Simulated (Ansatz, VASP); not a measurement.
**ZnSe: VASP beside Ansatz**

```xyz
2
Lattice="0.0000 2.8338 2.8338 2.8338 0.0000 2.8338 2.8338 2.8338 0.0000" Properties=species:S:1:pos:R:3 pbc="T T T"
Zn    0.0000    0.0000    0.0000
Se    1.4169    1.4169    1.4169
```

Alike in both runs: task relaxation of cell and atoms; functional r2SCAN; dispersion rVV10; k mesh 6 × 6 × 6; no spin polarisation.

|  | VASP | Ansatz |
| --- | --- | --- |
| version | VASP 6.6.1 | Ansatz 0.2.0 |
| potentials or method | VASP PAW PBE potentials, release 64 (Zn, Se), cutoff 600 eV | plane waves, PAW |
| occupations | gaussian, width 0.01 eV | fixed |
| valence electrons in the cell | 18 | 28 |

Ansatz gave:

- relaxed volume (Å³/atom): 22.43
- relaxed cell length with the largest relative difference (Å): 3.988

Task: Estimate VASP's values.

Result: Relaxed volume (Å³/atom): 22.50; relaxed cell length with the largest relative difference (Å): 3.993.

VASP's potentials were made for PBE, not for r2SCAN. VASP's potentials hold 18 valence electrons a cell and Ansatz's 28, so a difference there can come from the potentials and not from the codes.
